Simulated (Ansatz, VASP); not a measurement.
## Ti: VASP beside Ansatz

The input INCAR:

```
PREC     = Accurate       # precision mode
ENCUT    = 600            # plane-wave cutoff, eV
EDIFF    = 1E-6           # SCF threshold, eV
ISMEAR   = 0              # smearing method
SIGMA    = 0.1            # smearing width, eV
LREAL    = False          # projectors in reciprocal space
LASPH    = True           # aspherical terms in the spheres
NELM     = 100            # most SCF steps
ALGO     = Normal         # electronic algorithm
ISIF     = 3              # what is computed and relaxed
LWAVE    = False          # write WAVECAR
LCHARG   = False          # write CHGCAR
GGA      = PE             # functional
IBRION   = 2              # ionic algorithm
NSW      = 100            # ionic steps
EDIFFG   = -0.01          # ionic threshold
```

File KPOINTS:

```
regular mesh
0
Gamma
  10 10 6
```

POSCAR

```
Ti
1.0
    2.6256015770     -2.6980003007      0.0000000000
    2.6256015770      2.6980003007      0.0000000000
    0.0000000000      0.0000000000      6.8583792805
Ti
5
Direct
    0.5000000000      0.0000000000      0.2987304932
    0.0000000000      0.5000000000      0.7012695068
    0.0000000000      0.5000000000      0.2987304932
    0.5000000000      0.0000000000      0.7012695068
    0.0000000000      0.0000000000      0.0000000000
```

Input for Ansatz:

```yaml
crystal:
  lattice:
    - [2.625601577, -2.6980003007, 0.0]
    - [2.625601577, 2.6980003007, 0.0]
    - [0.0, 0.0, 6.8583792805]
  atoms:
    - { symbol: Ti, position: [0.5, 0.0, 0.2987304932] }
    - { symbol: Ti, position: [0.0, 0.5, 0.7012695068] }
    - { symbol: Ti, position: [0.0, 0.5, 0.2987304932] }
    - { symbol: Ti, position: [0.5, 0.0, 0.7012695068] }
    - { symbol: Ti, position: [0.0, 0.0, 0.0] }
basis:
  ecutwfc: 420
kpoints:
  mp_grid: { grid: [10, 10, 6] }
hamiltonian:
  xc: pbe
scf:
  occupations: { method: gaussian, width: 0.1 }
output:
  forces: true
  stress: true
  eigenvalues: true
relax:
  adjacent_minimum: "off"
  f_tol: 0.01
  max_steps: 80
  cell: { stress_tol: 0.05 }
```

Alike in both runs: task relaxation of cell and atoms; functional PBE; k mesh 10 × 10 × 6; occupations gaussian, width 0.1 eV; no spin polarisation.

|  | VASP | Ansatz |
| --- | --- | --- |
| version | VASP 6.6.1 | Ansatz 0.2.0 |
| potentials or method | VASP PAW PBE potentials, release 64 (Ti_sv), cutoff 600 eV | scalar-relativistic, plane waves, PAW |
| valence electrons in the cell | 60 | 60 |

Ansatz gave:

| Item | Value |
| --- | --- |
| gap on the k mesh at the Fermi level, each at its own relaxed structure (eV) | none |
| relaxed volume (Å³/atom) | 19.43 |
| relaxed length of the cell vector where the two differ most in proportion (Å) | 3.765 |

Problem. Which values does VASP return?

Solution. gap on the k mesh at the Fermi level, each at its own relaxed structure (eV): none; relaxed volume (Å³/atom): 19.37; relaxed length of the cell vector where the two differ most in proportion (Å): 3.760.

A gap of «none» marks a metal or a gap that the smearing closes.
